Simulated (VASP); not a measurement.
# Al: single point with PBE+D3(BJ)

Crystal: Al.

```
Al
1.0
     0.00000    2.25995    1.79260
     2.25995    0.00000    1.79260
     2.25995    2.25995    0.00000
Al
1
Direct
  0.00000 0.00000 0.00000
```

This cell differs from its parent crystal: volume 18.311 Å^3 an atom, c/a of the conventional cell 0.7932.

```yaml
Program: VASP 6.6.1
Task: single point
Functional: PBE
Dispersion: D3(BJ)
Potentials_or_basis: VASP PAW PBE potentials, release 64 (Al)
Cutoff: 520 eV
k_mesh: 22 × 22 × 22
Occupations: gaussian, width 0.15 eV
Spin: no spin polarisation
Dipole_correction: no
Further_INCAR_settings: ALGO = Fast; EDIFF = 1e-07; NBANDS = 8
```

```
Pressure                   : -7.5 GPa
Dispersion energy per atom : -0.302 eV
```

Stress tensor (GPa, compression positive):
```
-8.99  0.00  0.00
 0.00 -8.99  0.00
 0.00  0.00 -4.64
```

Levels at points of the mesh, in eV from the Fermi level:
```
           k point  band 1  band 2  band 3  band 4  band 5  band 6
(0.00, 0.00, 0.00)  -10.40   12.07   12.07   12.80   13.27   13.27
(0.50, 0.00, 0.00)   -4.05   -4.00    8.20    8.89   10.16   11.08
(0.50, 0.50, 0.00)   -0.04    1.70    2.76    2.76    3.78    5.42
(0.50, 0.00, 0.50)   -3.54   -3.04    6.32    6.76    7.70    9.74
```

Run time: 110 s on 1 thread of AMD EPYC 9R45 (Zen 5), on a shared host, peak memory 0.19 GiB.

Caveat: pairwise dispersion overbinds metals, which lowers pressure and volume.
